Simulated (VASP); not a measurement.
# Ta (I4/mmm) in VASP: notebook

Ta is run at these levels: PBE; tasks: single point.

Program: VASP 6.6.1. These are calculated values, not measurements. Logs are shortened: lines on timing, memory, paths and dates and some standing lists are left out, and cuts for length are marked.

## 1. The cell of the first run

Symmetry: I4/mmm, No. 139, tetragonal system. Conventional cell: a = 3.293 Å, b = 3.293 Å, c = 3.102 Å, α = 90.00°, β = 90.00°, γ = 90.00°. Within 3.7 Å of Ta (site symmetry 4/mmm) lie 14 Ta at 2.80 to 3.29 Å.

## 2. Single point, PBE (volume 16.818 Å^3 an atom, c/a of the conventional cell 0.9420)

INCAR

```
SYSTEM = Ta
PREC = Accurate
ENCUT = 520
EDIFF = 1E-6
ISMEAR = 0
SIGMA = 0.15
LREAL = .FALSE.
LASPH = .TRUE.
NELM = 100
ALGO = Fast
ISIF = 2
LWAVE = .FALSE.
LCHARG = .FALSE.
GGA = PE
NBANDS = 12
```

KPOINTS

```
regular mesh
0
G
  20 20 20
  0 0 0
```

POSCAR

```
Ta
1.0
   -1.6464725126      1.6464725126      1.5509771068
    1.6464725126     -1.6464725126      1.5509771068
    1.6464725126      1.6464725126     -1.5509771068
Ta
1
Direct
    0.0000000000      0.0000000000      0.0000000000
```

Potentials or basis: VASP PAW PBE potentials, release 64 (Ta_pv).

Launch:

```sh
$ cat potpaw_PBE.64/Ta_pv/POTCAR > POTCAR
$ mpirun -np 1 vasp_std > vasp.out
```

OUTCAR:

```text
SYSTEM = Ta
   PREC = Accurate
   ENCUT = 520
   EDIFF = 1E-6
   ISMEAR = 0
   LREAL = .FALSE.
   LASPH = .TRUE.
   NELM = 100
   ISIF = 2
   GGA = PE

 ion  position               nearest neighbor table
   1  0.000  0.000  0.000-

  LATTYP: Found a body centered tetragonal cell.
 ALAT       =     3.2929450252
 C/A-ratio  =     0.9420000000

  Lattice vectors:

 A1 = (  -1.6464725126,   1.6464725126,   1.5509771068)
 A2 = (   1.6464725126,  -1.6464725126,   1.5509771068)
 A3 = (   1.6464725126,   1.6464725126,  -1.5509771068)

Analysis of symmetry for initial positions (statically):
=====================================================================
 Subroutine PRICEL returns:
 Original cell was already a primitive cell.

 Routine SETGRP: Setting up the symmetry group for a
 body centered tetragonal supercell.

 Subroutine GETGRP returns: Found 16 space group operations
 (whereof 16 operations were pure point group operations)
 out of a pool of 16 trial point group operations.

The static configuration has the point symmetry D_4h.

Analysis of symmetry for dynamics (positions and initial velocities):
=====================================================================
 Subroutine PRICEL returns:
 Original cell was already a primitive cell.

 Routine SETGRP: Setting up the symmetry group for a
 body centered tetragonal supercell.

 Subroutine GETGRP returns: Found 16 space group operations
 (whereof 16 operations were pure point group operations)
 out of a pool of 16 trial point group operations.

The dynamic configuration has the point symmetry D_4h.

 Subroutine INISYM returns: Found 16 space group operations
 (whereof 16 operations are pure point group operations),
 and found     1 'primitive' translations

----------------------------------------------------------------------------------------

                                     Primitive cell

  volume of cell :      16.8180

  direct lattice vectors                    reciprocal lattice vectors
    -1.646472513  1.646472513  1.550977107     0.000000000  0.303679531  0.322377421
     1.646472513 -1.646472513  1.550977107     0.303679531  0.000000000  0.322377421
     1.646472513  1.646472513 -1.550977107     0.303679531  0.303679531  0.000000000

  length of vectors
     2.797726480  2.797726480  2.797726480     0.442886508  0.442886508  0.429467711

  position of ions in fractional coordinates (direct lattice)
     0.000000000  0.000000000  0.000000000

[... 78 lines left out ...]
   NSW    =      0    number of steps for IOM
   IBRION =     -1    ionic relax: 0-MD 1-quasi-New 2-CG
   NFREE  =      0    steps in history (QN), initial steepest desc. (CG)
   ISIF   =      2    stress and relaxation
   ISYM   =      2    0-nonsym 1-usesym 2-fastsym
   POTIM  = 0.5000    time-step for ionic-motion
   TEBEG  =    0.0;   TEEND  =   0.0 temperature during run
   PSTRESS=    0.0 pullay stress
   NELECT =      11.0000    total number of electrons
   NUPDOWN=      -1.0000    fix difference up-down
   EMIN   =  10.00;   EMAX   =-10.00  energy-range for DOS
   EFERMI =   0.00;   METHOD = LEGACY
   ISMEAR =     0;   SIGMA  =   0.15  broadening in eV -4-tet -1-fermi 0-gaus
   EFERMI_NEDOS =   21; number of points for ismear=-14 and -15
   IALGO  =     68    algorithm
   IMIX   =      4    mixing-type and parameters
     AMIX     =   0.40;   BMIX     =  1.00
     AMIX_MAG =   1.60;   BMIX_MAG =  1.00
  volume/ion in A,a.u.               =      16.82       113.49
  Fermi-wavevector in a.u.,A,eV,Ry     =   1.421066  2.685426 27.475997  2.019429
  Thomas-Fermi vector in A             =   2.541915
   LORBIT       =      0    0 simple, 1 ext, 2 COOP (PROOUT), +10 PAW based schemes
   GGA     = PE    functional components
   LHFCALC =     F    Hartree Fock is set to
   AEXX    =    0.0000 exact exchange contribution
   IVDW    =     0    specifies the selected vdW correction
   LEPSILON=     F    determine dielectric tensor
   LRPA    =     F    only Hartree local field effects (RPA)
 non-spin polarized calculation
 RMM-DIIS sequential band-by-band and
 Gauss-broadening in eV      SIGMA  =   0.15
  energy-cutoff  :      520.00
  volume of cell :       16.82
 maximum number of plane-waves:       474
 NGX is ok and might be reduce to    24
   NGX = 11   NGY = 11   NGZ = 11

 number of electron      11.0000001 magnetization

 Free energy of the ion-electron system (eV)
  ---------------------------------------------------
  ext. energy  EPLUGINS =         0.00000000
  ---------------------------------------------------
  free energy    TOTEN  =       -11.71807673 eV

  energy without entropy =      -11.70327087  energy(sigma->0) =      -11.71067380

 E-fermi :   6.0666     XC(G=0): -12.9718

 val. band max:        6.0615748935   @ k =  -0.1500   0.0500  -0.0000
 cond. band min:       6.0670311505   @ k =  -0.2500   0.4000   0.1000
 fundamental gap:      0.0054562571
 Fermi energy:         6.0665503927

 k-point     1 :       0.0000    0.0000    0.0000
  band No.  band energies     occupation
      1     -26.7401      2.00000
      2     -26.7401      2.00000
      3     -26.7230      2.00000
      4      -2.1165      2.00000
      5       6.2584      0.07046
      6       7.1110      0.00000
      7       7.1110      0.00000
      8       9.6761      0.00000
      9      10.8691      0.00000
     10      21.0458      0.00000
     11      21.0458      0.00000
     12      22.2254      0.00000
[... 331 lines left out ...]
 k-point    24 :      -0.3500    0.0500    0.0000
  band No.  band energies     occupation
      1     -27.8185      2.00000
      2     -27.1019      2.00000
      3     -26.7767      2.00000
      4       1.2439      2.00000
      5       4.6519      2.00000
      6       6.0370      1.21929
      7      10.2737      0.00000
      8      10.7654      0.00000
      9      11.5053      0.00000
     10      20.1741      0.00000
     11      20.9913      0.00000
     12      22.8373      0.00000

 [... further k-points ...]
[... 5 lines left out ...]
  --------------------------------------------------------------------------------------
  -------------------------------------------------------------------------------------
  Total        1.8096584      1.8096584      2.6105237      0.0000000     -0.0000000      0.0000000
  in kB      172.3982459    172.3982459    248.6931749      0.0000000     -0.0000000      0.0000000
  external PRESSURE =     197.8298889 kB  Pullay stress =       0.0000000 kB

 VOLUME and BASIS-vectors are now :
 -----------------------------------------------------------------------------
  energy-cutoff  :      520.00
  volume of cell :       16.82
      direct lattice vectors                 reciprocal lattice vectors
    -1.646472513  1.646472513  1.550977107     0.000000000  0.303679531  0.322377421
     1.646472513 -1.646472513  1.550977107     0.303679531  0.000000000  0.322377421
     1.646472513  1.646472513 -1.550977107     0.303679531  0.303679531  0.000000000

 POSITION                                       TOTAL-FORCE (eV/Angst)
 -----------------------------------------------------------------------------------
      0.00000      0.00000      0.00000        -0.000000      0.000000      0.000000
 -----------------------------------------------------------------------------------
    total drift:                                0.000000      0.000000     -0.000000

  FREE ENERGIE OF THE ION-ELECTRON SYSTEM (eV)
  ---------------------------------------------------
  free  energy   TOTEN  =       -11.7180767320 eV

  energy  without entropy=      -11.7032708733  energy(sigma->0) =      -11.71067380
```

OSZICAR:

```text
N       E                     dE             d eps       ncg     rms          rms(c)
DAV:   1     0.613017736661E+02    0.61302E+02   -0.61110E+03 15444   0.886E+02
DAV:   2    -0.111268972671E+02   -0.72429E+02   -0.70562E+02 17228   0.249E+02
DAV:   3    -0.121264953375E+02   -0.99960E+00   -0.99026E+00 18116   0.275E+01
DAV:   4    -0.121288338684E+02   -0.23385E-02   -0.23384E-02 17100   0.148E+00
DAV:   5    -0.121288404526E+02   -0.65842E-05   -0.65845E-05 18092   0.747E-02    0.152E+01
RMM:   6    -0.118183844558E+02    0.31046E+00   -0.20754E-01 16374   0.387E+00    0.769E+00
RMM:   7    -0.117184634570E+02    0.99921E-01   -0.23313E-01 17421   0.403E+00    0.351E-01
RMM:   8    -0.117180113354E+02    0.45212E-03   -0.95227E-03 18779   0.956E-01    0.292E-01
RMM:   9    -0.117180992438E+02   -0.87908E-04   -0.10212E-03 19474   0.325E-01    0.526E-02
RMM:  10    -0.117180798858E+02    0.19358E-04   -0.12632E-04 19380   0.113E-01    0.908E-03
RMM:  11    -0.117180765056E+02    0.33803E-05   -0.21113E-05 18926   0.453E-02    0.414E-03
RMM:  12    -0.117180767320E+02   -0.22644E-06   -0.31735E-06 16293   0.158E-02
   1 F= -.11718077E+02 E0= -.11710674E+02  d E =-.148059E-01
```

stdout:

```text
POSCAR found type information on POSCAR Ta
 POSCAR found :  1 types and       1 ions
 scaLAPACK will be used
 LDA part: xc-table for (Slater+PW92), standard interpolation
 POSCAR, INCAR and KPOINTS ok, starting setup
 FFT: planning ... GRIDC
 FFT: planning ... GRID_SOFT
 FFT: planning ... GRID
 WAVECAR not read
 entering main loop
WARNING in EDDRMM: call to ZHEGV failed, returncode =   6  3     12
```

It took 49 s on 1 thread of Intel Xeon 6975P-C (Granite Rapids), shared host; peak memory 0.24 GiB.

Results:

```yaml
Free_energy: -11.7181 eV
Pressure: 19.8 GPa
```

Caveat: spin-orbit coupling is left out, which moves the levels of the heavy elements.

## 3. Single point, PBE (volume 19.011 Å^3 an atom, c/a of the conventional cell 1.0616)

INCAR, as its differences from that of step 2:

```diff
@@ -8,3 +8,3 @@
 LASPH = .TRUE.
-NELM = 100
+NELM = 60
 ALGO = Fast
```

KPOINTS

```
Automatic mesh
0
G
  20 20 20
  0 0 0
```

POSCAR

```
Ta
1.0
   -1.6481422282      1.6481422282      1.7496677895
    1.6481422282     -1.6481422282      1.7496677895
    1.6481422282      1.6481422282     -1.7496677895
Ta
1
Direct
    0.0000000000      0.0000000000      0.0000000000
```

Potentials or basis: VASP PAW PBE potentials, release 64 (Ta_pv).

Launch:

```sh
$ cat potpaw_PBE.64/Ta_pv/POTCAR > POTCAR
$ mpirun -np 1 vasp_std > vasp.out
```

Wall time 61 s (1 thread of Intel Xeon 6975P-C, shared host); peak memory 0.26 GiB.

The run converged. Its results:

| Item | Value |
| --- | --- |
| Free energy | -11.7913 eV |
| Pressure | -6.7 GPa |

Stress tensor (GPa, compression positive):
```
 -4.87   0.00   0.00
  0.00  -4.87   0.00
  0.00   0.00 -10.29
```

Levels at points of the mesh, in eV from the Fermi level:
| k point | band 2 | band 3 | band 4 | band 5 | band 6 | band 7 | band 8 | band 9 |
| --- | --- | --- | --- | --- | --- | --- | --- | --- |
| (0.00, 0.00, 0.00) | -33.30 | -33.30 | -7.72 | 0.52 | 0.52 | 1.20 | 3.30 | 4.22 |
| (0.50, 0.00, 0.00) | -33.60 | -33.30 | -4.18 | -1.15 | 1.22 | 3.15 | 4.66 | 7.16 |
| (0.50, 0.50, 0.00) | -33.66 | -33.34 | -4.13 | -1.86 | 1.62 | 4.26 | 4.94 | 7.35 |
| (0.50, 0.50, 0.50) | -33.95 | -33.95 | -3.60 | -3.42 | 6.24 | 6.47 | 6.47 | 7.18 |

Caveat: spin-orbit coupling is left out, which moves the levels of the heavy elements.

## 4. Single point, PBE (volume 19.011 Å^3 an atom, c/a of the conventional cell 0.9420)

INCAR

```
PREC = Accurate ; ENCUT = 520
EDIFF = 1E-6 ; ISMEAR = 0
SIGMA = 0.15 ; LREAL = F
LASPH = T ; NELM = 100
ALGO = Fast ; ISIF = 2
LWAVE = F ; LCHARG = T
GGA = PE ; LELF = T
LVHAR = T ; NBANDS = 12
```

KPOINTS

```
regular mesh
0
Gamma
  20 20 20
```

POSCAR

```
Ta
1.0
   -1.7151338669      1.7151338669      1.6156561027
    1.7151338669     -1.7151338669      1.6156561027
    1.7151338669      1.7151338669     -1.6156561027
Ta
1
Direct
    0.0000000000      0.0000000000      0.0000000000
```

Potentials or basis: VASP PAW PBE potentials, release 64 (Ta_pv).

Launch:

```sh
$ cat potpaw_PBE.64/Ta_pv/POTCAR > POTCAR
$ mpirun -np 1 vasp_std > vasp.out
```

OUTCAR:

```text
PREC = Accurate
   ENCUT = 520
   EDIFF = 1E-6
   ISMEAR = 0
   LREAL = F
   LASPH = T
   NELM = 100
   ISIF = 2
   GGA = PE

 ion  position               nearest neighbor table
   1  0.000  0.000  0.000-

  LATTYP: Found a body centered tetragonal cell.
 ALAT       =     3.4302677338
 C/A-ratio  =     0.9420000000

  Lattice vectors:

 A1 = (  -1.7151338669,   1.7151338669,   1.6156561027)
 A2 = (   1.7151338669,  -1.7151338669,   1.6156561027)
 A3 = (   1.7151338669,   1.7151338669,  -1.6156561027)

Analysis of symmetry for initial positions (statically):
=====================================================================
 Subroutine PRICEL returns:
 Original cell was already a primitive cell.

 Routine SETGRP: Setting up the symmetry group for a
 body centered tetragonal supercell.

 Subroutine GETGRP returns: Found 16 space group operations
 (whereof 16 operations were pure point group operations)
 out of a pool of 16 trial point group operations.

The static configuration has the point symmetry D_4h.

Analysis of symmetry for dynamics (positions and initial velocities):
=====================================================================
 Subroutine PRICEL returns:
 Original cell was already a primitive cell.

 Routine SETGRP: Setting up the symmetry group for a
 body centered tetragonal supercell.

 Subroutine GETGRP returns: Found 16 space group operations
 (whereof 16 operations were pure point group operations)
 out of a pool of 16 trial point group operations.

The dynamic configuration has the point symmetry D_4h.

 Subroutine INISYM returns: Found 16 space group operations
 (whereof 16 operations are pure point group operations),
 and found     1 'primitive' translations

----------------------------------------------------------------------------------------

                                     Primitive cell

  volume of cell :      19.0110

[... 108 lines left out ...]
  Fermi-wavevector in a.u.,A,eV,Ry     =   1.364177  2.577921 25.320157  1.860979
  Thomas-Fermi vector in A             =   2.490516
   LORBIT       =      0    0 simple, 1 ext, 2 COOP (PROOUT), +10 PAW based schemes
   GGA     = PE    functional components
   LHFCALC =     F    Hartree Fock is set to
   AEXX    =    0.0000 exact exchange contribution
   IVDW    =     0    specifies the selected vdW correction
   LEPSILON=     F    determine dielectric tensor
   LRPA    =     F    only Hartree local field effects (RPA)
 non-spin polarized calculation
 RMM-DIIS sequential band-by-band and
 Gauss-broadening in eV      SIGMA  =   0.15
  energy-cutoff  :      520.00
  volume of cell :       19.01
 maximum number of plane-waves:       530
 NGX is ok and might be reduce to    24
   NGX = 11   NGY = 11   NGZ = 11

 number of electron      11.0000001 magnetization

 Free energy of the ion-electron system (eV)
  ---------------------------------------------------
  ext. energy  EPLUGINS =         0.00000000
  ---------------------------------------------------
  free energy    TOTEN  =       -11.79195978 eV

  energy without entropy =      -11.77585833  energy(sigma->0) =      -11.78390905

 E-fermi :   5.0731     XC(G=0): -12.3442

 val. band max:        5.0726139588   @ k =  -0.1000   0.2000   0.1000
 cond. band min:       5.0775967411   @ k =  -0.3000  -0.4500   0.2000
 fundamental gap:      0.0049827823
 Fermi energy:         5.0730791085

 k-point     1 :       0.0000    0.0000    0.0000
  band No.  band energies     occupation
      1     -28.2350      2.00000
      2     -28.2350      2.00000
      3     -28.2200      2.00000
      4      -2.6480      2.00000
      5       5.3296      0.01557
      6       6.0652      0.00000
      7       6.0652      0.00000
      8       8.3351      0.00000
      9       9.3360      0.00000
     10      19.4901      0.00000
     11      19.4901      0.00000
     12      20.5796      0.00000
[... 331 lines left out ...]
 k-point    24 :      -0.3500    0.0500    0.0000
  band No.  band energies     occupation
      1     -28.9498      2.00000
      2     -28.4812      2.00000
      3     -28.2549      2.00000
      4       0.5264      2.00000
      5       3.9636      2.00000
      6       4.9596      1.71534
      7       8.7865      0.00000
      8       9.2324      0.00000
      9       9.7926      0.00000
     10      18.1401      0.00000
     11      19.5442      0.00000
     12      19.9383      0.00000

 [... further k-points ...]
[... 5 lines left out ...]
  --------------------------------------------------------------------------------------
  -------------------------------------------------------------------------------------
  Total       -0.9813834     -0.9813834     -0.3928350      0.0000000      0.0000000      0.0000000
  in kB      -82.7073915    -82.7073915    -33.1066934      0.0000000      0.0000000      0.0000000
  external PRESSURE =     -66.1738255 kB  Pullay stress =       0.0000000 kB

 VOLUME and BASIS-vectors are now :
 -----------------------------------------------------------------------------
  energy-cutoff  :      520.00
  volume of cell :       19.01
      direct lattice vectors                 reciprocal lattice vectors
    -1.715133867  1.715133867  1.615656103     0.000000000  0.291522434  0.309471799
     1.715133867 -1.715133867  1.615656103     0.291522434  0.000000000  0.309471799
     1.715133867  1.715133867 -1.615656103     0.291522434  0.291522434  0.000000000

 POSITION                                       TOTAL-FORCE (eV/Angst)
 -----------------------------------------------------------------------------------
      0.00000      0.00000      0.00000         0.000000      0.000000      0.000000
 -----------------------------------------------------------------------------------
    total drift:                                0.000000      0.000000     -0.000000

  FREE ENERGIE OF THE ION-ELECTRON SYSTEM (eV)
  ---------------------------------------------------
  free  energy   TOTEN  =       -11.7919597792 eV

  energy  without entropy=      -11.7758583286  energy(sigma->0) =      -11.78390905
```

It took 70 s on 1 thread of Intel Xeon 6975P-C, shared host; peak memory 0.26 GiB.

What came out:

| Property | Result |
| --- | --- |
| Free energy | -11.7920 eV |
| Pressure | -6.6 GPa |

Stress tensor (GPa, compression positive):
```
-8.27  0.00  0.00
 0.00 -8.27  0.00
 0.00  0.00 -3.31
```

Levels at points of the mesh, in eV from the Fermi level:
| k point | band 2 | band 3 | band 4 | band 5 | band 6 | band 7 | band 8 | band 9 |
| --- | --- | --- | --- | --- | --- | --- | --- | --- |
| (0.00, 0.00, 0.00) | -33.31 | -33.29 | -7.72 | 0.26 | 0.99 | 0.99 | 3.26 | 4.26 |
| (0.50, 0.00, 0.00) | -33.64 | -33.33 | -4.14 | -1.64 | 1.50 | 3.73 | 5.03 | 7.27 |
| (0.50, 0.50, 0.00) | -33.58 | -33.29 | -4.20 | -0.88 | 1.08 | 3.01 | 4.30 | 7.15 |
| (0.50, 0.50, 0.50) | -34.03 | -33.90 | -3.58 | -3.43 | 6.32 | 6.32 | 6.55 | 7.66 |

Caveat: spin-orbit coupling is left out, which moves the levels of the heavy elements.

(Part 1 of 2 ends here.)
